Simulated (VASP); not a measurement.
# Si12HNO23 (a cell with a defect) in VASP: single point with HSE06

Aim: the single point of Si12HNO23 (a cell with a defect) with HSE06.

Everything below comes from runs of VASP 6.6.1. Logs are shortened: lines on timing, memory, paths and dates and some standing lists are left out, and cuts for length are marked.

**1. The cell of the first run**

The cell holds a defect, 37 atoms: a = 7.454 Å, b = 7.454 Å, c = 10.042 Å, α = 70.32°, β = 70.32°, γ = 71.37°.

**2. Single point, HSE06**

Input file POSCAR:

```
Si12HNO23
1.0
   -2.5104095144      4.3481568267      5.5092742089
    5.0208190287      0.0000000000      5.5092742089
    5.0208190287      8.6963136534      0.0000000000
Si O N H
12 23 1 1
Direct
    0.4026522057      0.9301644289      0.0389597281
    0.9046664516      0.4252951437      0.2871538895
   -0.0010584815     -0.0012088522      0.2656354351
    0.4991234198      0.5001749239      0.0161701591
    0.0856454670      0.5692032866      0.4595777067
    0.5914382932      0.0714000684      0.2088751014
    0.4033289583      0.9248245231      0.5432405552
    0.9041012851      0.4291115063      0.7891505447
   -0.0005146948      0.0002329337      0.7667223643
    0.4924822501      0.5001421165      0.5168224702
    0.0997021116      0.5701303893      0.9511643593
    0.5972874242      0.0713894210      0.7051499510
    0.0582506925      0.4716091963      0.3476646533
    0.5590162371      0.9731266298      0.0987146119
    0.0624508270      0.8044447792      0.3907905561
    0.5545956782      0.3084004241      0.1457313659
    0.1796050636      0.0235526358      0.1186933354
    0.3024883784      0.4715980877      0.4865660107
    0.8159028826      0.9804060356      0.2212395072
    0.4341328775      0.6921474569      0.0803033918
    0.9404141579      0.1870067488      0.3309507843
    0.4375181729      0.0185811965      0.3674553888
    0.9480413329      0.5126049354      0.1097846748
    0.0676733126      0.4787001338      0.8371064205
    0.5624125758      0.9721094303      0.5973109095
    0.0631489362      0.8078387045      0.8936178454
    0.5724440549      0.3070229633      0.6373025410
    0.1818270923      0.0256335893      0.6219855320
    0.6859691451      0.5245342670      0.8757906461
    0.3239075290      0.4787927326      0.9650099494
    0.8189082320      0.9744807382      0.7236209263
    0.4270126662      0.6891079571      0.5852987215
    0.9334272187      0.1924262751      0.8298763938
    0.4391752048      0.0266528756      0.8638880720
    0.9226123276      0.5260522769      0.6152414716
    0.6660098823      0.5335141857      0.3536605146
    0.6043867735      0.6157409829      0.2687321786
```

Input file INCAR.step1:

```
SYSTEM = Si12HNO23
PREC = Accurate
ENCUT = 520
EDIFF = 1E-5
ISMEAR = -1
SIGMA = 0.01
LREAL = Auto
LASPH = .TRUE.
NELM = 120
ALGO = Normal
ISIF = 2
LWAVE = .TRUE.
LCHARG = .FALSE.
NBANDS = 120
GGA = PE
GGA_COMPAT = .FALSE.
```

Input file INCAR.step2:

```
SYSTEM = Si12HNO23
PREC = Accurate
ENCUT = 520
EDIFF = 1E-6
ISMEAR = -1
SIGMA = 0.01
LREAL = Auto
LASPH = .TRUE.
NELM = 120
ALGO = Normal
ISIF = 2
LWAVE = .FALSE.
LCHARG = .FALSE.
GGA = PE
LHFCALC = .TRUE.
HFSCREEN = 0.2079
PRECFOCK = Fast
NBANDS = 120
ISTART = 1
GGA_COMPAT = .FALSE.
```

Input file KPOINTS:

```
Automatic mesh
0
Gamma
  1 1 1
  0.25 0.25 0.25
```

Potentials or basis: VASP PAW PBE potentials, release 64 (Si, O, N, H).

Run with:

```
$ cat potpaw_PBE.64/Si/POTCAR potpaw_PBE.64/O/POTCAR potpaw_PBE.64/N/POTCAR potpaw_PBE.64/H/POTCAR > POTCAR
$ cp INCAR.step1 INCAR
$ mpirun -np 1 vasp_std > vasp.out
$ cp INCAR.step2 INCAR
$ mpirun -np 1 vasp_std > vasp.out
```

OUTCAR:

```text
SYSTEM = Si12HNO23
   PREC = Accurate
   ENCUT = 520
   EDIFF = 1E-6
   ISMEAR = -1
   LREAL = Auto
   LASPH = .TRUE.
   NELM = 120
   ISIF = 2
   GGA = PE
   LHFCALC = .TRUE.
   HFSCREEN = 0.2079
   PRECFOCK = Fast
   ISTART = 1

 ion  position               nearest neighbor table
   1  0.403  0.930  0.039-  17 1.62  34 1.62  14 1.63  20 1.64   3 3.11   4 3.12  12 3.13   6 3.13

   2  0.905  0.425  0.287-  13 1.63  23 1.63  21 1.63  36 1.71   3 3.10   5 3.12  11 3.15
   3  0.999  0.999  0.266-  21 1.62  15 1.62  19 1.63  17 1.63   2 3.10   1 3.11   6 3.12   5 3.13

   4  0.499  0.500  0.016-  29 1.62  30 1.62  16 1.62  20 1.63  11 3.11   8 3.12   1 3.12   6 3.12

   5  0.086  0.569  0.460-  18 1.62  13 1.62  15 1.63  35 1.63   8 3.07   2 3.12  10 3.13   3 3.13

   6  0.591  0.071  0.209-  19 1.62  22 1.63  16 1.63  14 1.63   3 3.12   4 3.12   7 3.13   1 3.13

   7  0.403  0.925  0.543-  28 1.63  32 1.63  22 1.63  25 1.63   9 3.10  10 3.10  12 3.12   6 3.13

   8  0.904  0.429  0.789-  29 1.62  35 1.63  33 1.63  24 1.63   5 3.07  11 3.10   9 3.11   4 3.12

   9  0.999  0.000  0.767-  28 1.63  26 1.63  33 1.63  31 1.63   7 3.10  12 3.11  11 3.11   8 3.11

  10  0.492  0.500  0.517-  27 1.63  18 1.63  32 1.64  36 1.71   7 3.10  12 3.12   5 3.13
  11  0.100  0.570  0.951-  23 1.62  30 1.63  24 1.63  26 1.63   8 3.10   4 3.11   9 3.11   2 3.15

  12  0.597  0.071  0.705-  31 1.62  25 1.62  27 1.63  34 1.63   9 3.11   7 3.12  10 3.12   1 3.13

  13  0.058  0.472  0.348-   5 1.62   2 1.63
  14  0.559  0.973  0.099-   6 1.63   1 1.63
  15  0.062  0.804  0.391-   3 1.62   5 1.63
  16  0.555  0.308  0.146-   4 1.62   6 1.63
  17  0.180  0.024  0.119-   1 1.62   3 1.63
  18  0.302  0.472  0.487-   5 1.62  10 1.63
[... 15 lines left out ...]
  34  0.439  0.027  0.864-   1 1.62  12 1.63
  35  0.923  0.526  0.615-   8 1.63   5 1.63
  36  0.666  0.534  0.354-  37 1.02   2 1.71  10 1.71
  37  0.604  0.616  0.269-  36 1.02

  LATTYP: Found a base centered monoclinic cell.
 ALAT       =    12.1085520585
 B/A-ratio  =     0.7181959999
 C/A-ratio  =     0.8293013078
 COS(beta)  =    -0.4146506539

  Lattice vectors:

 A1 = (   2.5104095144,  -4.3481568267,  -5.5092742089)
 A2 = (  -5.0208190287,   0.0000000000,  -5.5092742089)
 A3 = (   5.0208190287,   8.6963136534,   0.0000000000)

Analysis of symmetry for initial positions (statically):
=====================================================================
 Subroutine PRICEL returns:
 Original cell was already a primitive cell.

 Routine SETGRP: Setting up the symmetry group for a
 base centered monoclinic supercell.

 Subroutine GETGRP returns: Found  1 space group operations
 (whereof  1 operations were pure point group operations)
 out of a pool of  4 trial point group operations.

The static configuration has the point symmetry C_1 .

Analysis of symmetry for dynamics (positions and initial velocities):
=====================================================================
 Subroutine PRICEL returns:
 Original cell was already a primitive cell.

 Routine SETGRP: Setting up the symmetry group for a
 base centered monoclinic supercell.

 Subroutine GETGRP returns: Found  1 space group operations
 (whereof  1 operations were pure point group operations)
 out of a pool of  4 trial point group operations.

The dynamic configuration has the point symmetry C_1 .

 Subroutine INISYM returns: Found  1 space group operations
 (whereof  1 operations are pure point group operations),
 and found     1 'primitive' translations

----------------------------------------------------------------------------------------

                                     Primitive cell

  volume of cell :     481.0987

  direct lattice vectors                    reciprocal lattice vectors
    -2.510409514  4.348156827  5.509274209    -0.099585346  0.057495626  0.090756056
     5.020819029  0.000000000  5.509274209     0.099585346 -0.057495626  0.090756056
     5.020819029  8.696313653  0.000000000     0.049792673  0.086243439 -0.045378028

  length of vectors
     7.453906763  7.453906763 10.041638057     0.146491126  0.146491126  0.109436770

  position of ions in fractional coordinates (direct lattice)
     0.402652206  0.930164429  0.038959728
     0.904666452  0.425295144  0.287153889
     0.998941518  0.998791148  0.265635435
     0.499123420  0.500174924  0.016170159
     0.085645467  0.569203287  0.459577707
     0.591438293  0.071400068  0.208875101
[... 29 lines left out ...]
     0.666009882  0.533514186  0.353660515
     0.604386774  0.615740983  0.268732179

  ion indices of the primitive-cell ions
   primitive index   ion index
                 1           1
                 2           2
                 3           3
                 4           4
                 5           5
                 6           6
[... 29 lines left out ...]
                36          36
                37          37

----------------------------------------------------------------------------------------

 KPOINTS: Automatic mesh

Automatic generation of k-mesh.
 Grid dimensions read from file:
 generate k-points for:    1    1    1

 Generating k-lattice:

  Cartesian coordinates                     Fractional coordinates (reciprocal lattice)
    -0.099585346  0.057495626  0.090756056     1.000000000  0.000000000  0.000000000
     0.099585346 -0.057495626  0.090756056     0.000000000  1.000000000 -0.000000000
     0.049792673  0.086243439 -0.045378028     0.000000000  0.000000000  1.000000000

  Length of vectors
     0.146491126  0.146491126  0.109436770

  Shift w.r.t. Gamma in fractional coordinates (k-lattice)
     0.250000000  0.250000000  0.250000000

 Subroutine IBZKPT returns following result:
 ===========================================

 Found      1 irreducible k-points:

 Following reciprocal coordinates:
            Coordinates               Weight
  0.250000  0.250000  0.250000      2.000000
   k-points           NKPTS =      1   k-points in BZ     NKDIM =      2   number of bands    NBANDS=    120
   number of dos      NEDOS =    301   number of ions     NIONS =     37
   total plane-waves  NPLWV = 250880
   dimension x,y,z NGX =    56 NGY =   56 NGZ =   80
   dimension x,y,z NGXF=   112 NGYF=  112 NGZF=  160
   ions per type =              12  23   1   1
   NGX,Y,Z   is equivalent  to a cutoff of  12.49, 12.49, 13.24 a.u.
   NGXF,Y,Z  is equivalent  to a cutoff of  24.98, 24.98, 26.49 a.u.
 SYSTEM =  Si12HNO23
   PREC   = accura    normal or accurate (medium, high low for compatibility)
   ISTART =      1    job   : 0-new  1-cont  2-samecut
   ICHARG =      0    charge: 1-file 2-atom 10-const
   ISPIN  =      1    spin polarized calculation?
   LNONCOLLINEAR =      F non collinear calculations
   LSORBIT =      F    spin-orbit coupling
   LASPH  =      T    aspherical Exc in radial PAW
   ENCUT  =  520.0 eV  38.22 Ry    6.18 a.u.  13.86 13.86 18.67*2*pi/ulx,y,z
   NELM   =    120;   NELMIN=  2; NELMDL=  0     # of ELM steps
   EDIFF  = 0.1E-05   stopping-criterion for ELM
   LREAL  =      T    real-space projection
   EDIFFG = 0.1E-04   stopping-criterion for IOM
   NSW    =      0    number of steps for IOM
   IBRION =     -1    ionic relax: 0-MD 1-quasi-New 2-CG
   NFREE  =      0    steps in history (QN), initial steepest desc. (CG)
   ISIF   =      2    stress and relaxation
   ISYM   =      3    0-nonsym 1-usesym 2-fastsym
   POTIM  = 0.5000    time-step for ionic-motion
   TEBEG  =    0.0;   TEEND  =   0.0 temperature during run
   PSTRESS=    0.0 pullay stress
   NELECT =     192.0000    total number of electrons
   NUPDOWN=      -1.0000    fix difference up-down
   EMIN   =  10.00;   EMAX   =-10.00  energy-range for DOS
   EFERMI =   0.00;   METHOD = LEGACY
   ISMEAR =    -1;   SIGMA  =   0.01  broadening in eV -4-tet -1-fermi 0-gaus
   EFERMI_NEDOS =   21; number of points for ismear=-14 and -15
   IALGO  =     38    algorithm
   IMIX   =      1    mixing-type and parameters
     AMIX     =   0.40;   BMIX     =  1.00
     AMIX_MAG =   1.60;   BMIX_MAG =  1.00
  volume/ion in A,a.u.               =      13.00        87.75
  Fermi-wavevector in a.u.,A,eV,Ry     =   1.205306  2.277697 19.766023  1.452762
  Thomas-Fermi vector in A             =   2.341006
   LORBIT       =      0    0 simple, 1 ext, 2 COOP (PROOUT), +10 PAW based schemes
   GGA     = PE    functional components
   LHFCALC =     T    Hartree Fock is set to
   PRECFOCK=fast      Normal, Fast or Accurate (Low or Medium for compatibility)
   ENCUT4O =  -1.0   cutoff for four orbital integrals eV
   NKREDX  =     1    reduce k-point grid by
   NKREDY  =     1    reduce k-point grid by
   NKREDZ  =     1    reduce k-point grid by
   AEXX    =    0.2500 exact exchange contribution
   HFSCREEN=    0.2079 screening length (either q_TF or 0.3 A-1)
   HFSCREENC=   0.2079 screening length for correlation (either q_TF or 0.3 A-1)
   ENCUTFOCK=  -1.0 apply spherical cutoff to Coloumb kernel
   IVDW    =     0    specifies the selected vdW correction
   LEPSILON=     F    determine dielectric tensor
   LRPA    =     F    only Hartree local field effects (RPA)
 non-spin polarized calculation
  energy-cutoff  :      520.00
  volume of cell :      481.10
 maximum number of plane-waves:     12934
 NGX is ok and might be reduce to    56
  NGX = 30; NGY = 30; NGZ = 40

 number of electron     191.9999993 magnetization

 Free energy of the ion-electron system (eV)
  ---------------------------------------------------
  ext. energy  EPLUGINS =         0.00000000
  ---------------------------------------------------
  free energy    TOTEN  =      -354.44504746 eV

  energy without entropy =     -354.44504746  energy(sigma->0) =     -354.44504746

 E-fermi :   0.6717     XC(G=0):  -7.4036

 val. band max:        0.3776187978   @ k =   0.2500   0.2500   0.2500
 cond. band min:       7.4035019469   @ k =   0.2500   0.2500   0.2500
 fundamental gap:      7.0258831491
 Fermi energy:         0.6716571658

 k-point     1 :       0.2500    0.2500    0.2500
  band No.  band energies     occupation
      1     -21.3197      2.00000
      2     -20.9421      2.00000
      3     -20.8616      2.00000
      4     -20.7368      2.00000
      5     -20.6682      2.00000
      6     -20.5875      2.00000
[... 100 lines left out ...]
    107      10.4409      0.00000
    108      10.5178      0.00000
 [bands above 108 left out]

------------------------ aborting loop because EDIFF is reached ----------------------------------------

  FORCE on cell =-STRESS in cart. coord.  units (eV):
  Direction    XX          YY          ZZ          XY          YZ          ZX
  --------------------------------------------------------------------------------------
  -------------------------------------------------------------------------------------
  Total      -13.5471799    -15.9021370    -15.0655456     -0.0682268      0.8623456     -1.6604426
  in kB      -45.1154541    -52.9580426    -50.1719867     -0.2272122      2.8718237     -5.5296839
  external PRESSURE =     -49.4151611 kB  Pullay stress =       0.0000000 kB

 VOLUME and BASIS-vectors are now :
 -----------------------------------------------------------------------------
  energy-cutoff  :      520.00
  volume of cell :      481.10
      direct lattice vectors                 reciprocal lattice vectors
    -2.510409514  4.348156827  5.509274209    -0.099585346  0.057495626  0.090756056
     5.020819029  0.000000000  5.509274209     0.099585346 -0.057495626  0.090756056
     5.020819029  8.696313653  0.000000000     0.049792673  0.086243439 -0.045378028

 POSITION                                       TOTAL-FORCE (eV/Angst)
 -----------------------------------------------------------------------------------
      3.85498      2.08960      7.34285         0.021121     -0.024401     -0.004109
      1.30599      6.43081      7.32712        -0.086129      0.023622      0.034282
      3.84070      6.65360     11.00606         0.006636      0.016521     -0.002643
      1.33947      2.31089      5.50541         0.000780      0.018588      0.010139
      4.95032      4.36903      3.60774        -0.032735      0.002090      0.009198
     -0.07754      4.38811      3.65176        -0.018495      0.019351      0.003485
[... 29 lines left out ...]
      2.78239      5.97146      6.60851        -0.019935     -0.068860     -0.068602
      2.92352      4.96495      6.72202        -0.057573      0.346428     -0.043246
 -----------------------------------------------------------------------------------
    total drift:                               -0.010506      0.002467      0.012192

  FREE ENERGIE OF THE ION-ELECTRON SYSTEM (eV)
  ---------------------------------------------------
  free  energy   TOTEN  =      -354.4450474641 eV

  energy  without entropy=     -354.4450474641  energy(sigma->0) =     -354.44504746
```

Wall time 12 min (1 thread of AMD EPYC 7R13 (Zen 3), shared host); peak memory 0.73 GiB.

Results:

* Free energy: -354.4450 eV
* Pressure: -4.9 GPa
* Largest force: 0.398 eV/Å
* Band gap on the k mesh: 7.03 eV

Forces on the atoms (eV/Å):
```
Si   0.021 -0.024 -0.004
Si  -0.086  0.024  0.034
Si   0.007  0.017 -0.003
Si   0.001  0.019  0.010
Si  -0.033  0.002  0.009
Si  -0.018  0.019  0.003
Si   0.030 -0.029  0.016
Si   0.036 -0.022 -0.008
Si   0.010  0.016  0.002
Si   0.065  0.056 -0.089
Si  -0.029  0.019 -0.007
Si  -0.033 -0.011  0.000
O    0.313 -0.050 -0.126
O    0.307 -0.052 -0.142
O   -0.170 -0.237 -0.157
O   -0.216 -0.238 -0.128
O   -0.124  0.303 -0.138
O    0.270 -0.015  0.188
O    0.320  0.045  0.120
O   -0.125 -0.278  0.166
O   -0.132 -0.328  0.135
O   -0.189  0.239  0.150
O   -0.151  0.216  0.157
O    0.323 -0.019 -0.173
O    0.320 -0.043 -0.137
O   -0.200 -0.264 -0.135
O   -0.147 -0.230 -0.200
O   -0.127  0.294 -0.172
O   -0.137  0.242 -0.171
O    0.334  0.060  0.123
O    0.315  0.043  0.156
O   -0.131 -0.294  0.167
O   -0.133 -0.290  0.158
O   -0.198  0.251  0.128
O   -0.215  0.283  0.179
N   -0.020 -0.069 -0.069
H   -0.058  0.346 -0.043
```

Stress tensor (GPa, compression positive):
```
-4.51 -0.02 -0.55
-0.02 -5.30  0.29
-0.55  0.29 -5.02
```

Caveat: the k points lie up to 0.92 Å⁻¹ apart; the PAW data sets were made with another functional, which shifts forces and pressure a little.
